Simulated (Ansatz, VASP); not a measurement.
## C in VASP and in Ansatz

```xyz
2
Lattice="0.0000 1.8035 1.8035 1.8035 0.0000 1.8035 1.8035 1.8035 0.0000" Properties=species:S:1:pos:R:3 pbc="T T T"
C     0.0000    0.0000    0.0000
C     0.9017    0.9017    0.9017
```

Change from the starting cell: volume scaled by 1.03.

Alike in both runs: task single point; functional PBE; k mesh 13 × 13 × 13; occupations fermi-dirac, width 0.05 eV; no spin polarisation.

|  | VASP | Ansatz |
| --- | --- | --- |
| version | VASP 6.6.1 | Ansatz 0.2.0 |
| potentials or method | VASP PAW PBE potentials, release 64 (C), cutoff 520 eV | all-electron LAPW, scalar-relativistic |

```csv
,VASP,Ansatz,Ansatz less VASP
gap on the k mesh at the Fermi level (eV),4.07,4.08,+0.008
pressure (GPa),-11.6,-12.2,-0.59
```

Ansatz ran all-electron here, and VASP with PAW potentials.
